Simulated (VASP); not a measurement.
Here is a VASP 6.6.1 calculation.

The input INCAR:

```
  ALGO = Fast
  EDIFF = 1E-6
  ENCUT = 520
  GGA = PS
  ISIF = 2
  ISMEAR = 0
  LASPH = True
  LCHARG = False
  LREAL = False
  LWAVE = False
  NBANDS = 12
  NELM = 100
  PREC = Accurate
  SIGMA = 0.15
```

Contents of KPOINTS:

```
k-points
0
Gamma
  22 22 22
```

POSCAR

```
Ta
1.0
   -1.4310950382      1.4310950382      2.2408086108
    1.4310950382     -1.4310950382      2.2408086108
    1.4310950382      1.4310950382     -2.2408086108
Ta
1
Direct
    0.0000000000      0.0000000000      0.0000000000
```

Potentials or basis: VASP PAW PBE potentials, release 64 (Ta_pv).

Run with:

```sh
$ cat potpaw_PBE.64/Ta_pv/POTCAR > POTCAR
$ mpirun -np 1 vasp_std > vasp.out
```

**Question.** Predict the pressure.

**Answer.** -2.9 GPa.

**Question.** Estimate the band gap on the k mesh.

**Answer.** Zero (an odd number of electrons rules out a gap without spin polarisation).

Stress tensor (GPa, compression positive):
```
-5.88  0.00  0.00
 0.00 -5.88  0.00
 0.00  0.00  3.00
```

Caveat: the PAW data sets were made with another functional, which shifts forces and pressure a little; spin-orbit coupling is left out, which moves the levels of the heavy elements.
